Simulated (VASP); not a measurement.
Set up this calculation in VASP 6.6.1, as the native input.

- Task: single point
- Functional: PBEsol
- Potentials or basis: VASP PAW PBE potentials, release 64 (Na_pv)
- Cutoff: 520 eV
- k mesh: 5 × 5 × 5
- Occupations: fermi-dirac, width 0.1 eV
- Spin: no spin polarisation
- Dipole correction: no
- Further INCAR settings: ALGO = Normal; EDIFF = 1e-06; NBANDS = 10

The structure of Na lies in POSCAR:

```
Na
1.0
    7.0233430000      0.0000000000      0.0000000000
    0.0000000000      7.0233430000      0.0000000000
    0.0000000000      0.0000000000      7.0233430000
Na
1
Direct
    0.0000000000      0.0000000000      0.0000000000
```

These files were run (other wordings do the same):

INCAR

```
SYSTEM = Na
  PREC = Accurate
  ENCUT = 520
  EDIFF = 1E-6
  ISMEAR = -1
  SIGMA = 0.1
  LREAL = .False.
  LASPH = .True.
  NELM = 60
  ALGO = Normal
  ISIF = 2
  LWAVE = .False.
  LCHARG = .False.
  GGA = PS
  NBANDS = 10
```

KPOINTS

```
regular mesh
0
Gamma
  5 5 5
  0 0 0
```

Potentials or basis: VASP PAW PBE potentials, release 64 (Na_pv).

Launch:

```bash
$ cat potpaw_PBE.64/Na_pv/POTCAR > POTCAR
$ mpirun -np 1 vasp_std > vasp.out
```

Results of the run:

The pressure is -0.1 GPa.

Caveat: the PAW data sets were made with another functional, which shifts forces and pressure a little.

Run time: 22 s on 1 thread of AMD EPYC 9R45 96-Core Processor (Zen 5), on a shared host, peak memory 0.35 GiB.
